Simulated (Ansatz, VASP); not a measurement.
# Cr3As4: VASP beside Ansatz

The input INCAR:

```
SYSTEM = Cr3As4
PREC = Accurate
ENCUT = 520
EDIFF = 1E-6
ISMEAR = 0
SIGMA = 0.1
LREAL = .False.
LASPH = .True.
NELM = 150
ALGO = Normal
ISIF = 2
LWAVE = .False.
LCHARG = .False.
ISPIN = 2
MAGMOM = 3 -3 3 0 0 0 0
LORBIT = 11
LMAXMIX = 4
GGA = PE
NBANDS = 41
```

KPOINTS

```
Automatic mesh
0
Gamma
  3 3 3
  0 0 0
```

POSCAR

```
Cr3As4
1.0
    3.4508969500      1.9923762800      3.8985316300
   -3.4508969500      1.9923762800      3.8985316300
    0.0000000000     -3.9847525600      3.8985316300
Cr As
3 4
Direct
    0.5000000000      0.5000000000      0.0000000000
    0.0000000000      0.5000000000      0.5000000000
    0.5000000000      0.0000000000      0.5000000000
    0.0000000000      0.0000000000      0.0000000000
    0.0000000000      0.0000000000      0.5000000000
    0.5000000000      0.0000000000      0.0000000000
    0.0000000000      0.5000000000      0.0000000000
```

Input for Ansatz:

```yaml
crystal:
  lattice:
    - [3.45089695, 1.99237628, 3.89853163]
    - [-3.45089695, 1.99237628, 3.89853163]
    - [0.0, -3.98475256, 3.89853163]
  atoms:
    - { symbol: Cr, position: [0.5, 0.5, 0.0], spin: 3.0 }
    - { symbol: Cr, position: [0.0, 0.5, 0.5], spin: -3.0 }
    - { symbol: Cr, position: [0.5, 0.0, 0.5], spin: 3.0 }
    - { symbol: As, position: [0.0, 0.0, 0.0] }
    - { symbol: As, position: [0.0, 0.0, 0.5] }
    - { symbol: As, position: [0.5, 0.0, 0.0] }
    - { symbol: As, position: [0.0, 0.5, 0.0] }
basis:
  ecutwfc: 420
kpoints:
  mp_grid: { grid: [3, 3, 3] }
hamiltonian:
  xc: pbe
scf:
  occupations: { method: gaussian, width: 0.1 }
  lower_state_search: "off"
output:
  forces: true
  stress: true
  eigenvalues: true
  populations: true
magnetization:
  spin_polarized: true
```

Alike in both runs: task single point; functional PBE; k mesh 3 × 3 × 3; occupations gaussian, width 0.1 eV; collinear spin.

|  | VASP | Ansatz |
| --- | --- | --- |
| version | VASP 6.6.1 | Ansatz 0.2.0 |
| potentials or method | VASP PAW PBE potentials, release 64 (Cr_pv, As), cutoff 520 eV | scalar-relativistic, plane waves, PAW |
| valence electrons in the cell | 56 | 102 |

```csv
,VASP,Ansatz,Ansatz less VASP
gap on the k mesh at the Fermi level (eV),none,none,-
pressure (GPa),-8.0,-8.0,-0.08
"traceless stress, the component that is largest in VASP (GPa)",-4.54,-4.58,-0.045
net moment per atom (μB),0.59,0.59,-0.001
size of the moment on the site where the two differ most (μB),3.77,3.74,-0.037
```

Site moments also hang on the region over which each program counts them. A gap of «none» marks a metal or a gap that the smearing closes. VASP's potentials hold 56 valence electrons a cell and Ansatz's 102, so a difference there can come from the potentials and not from the codes.

The k mesh is coarse, so the values compare programs but aren't converged.
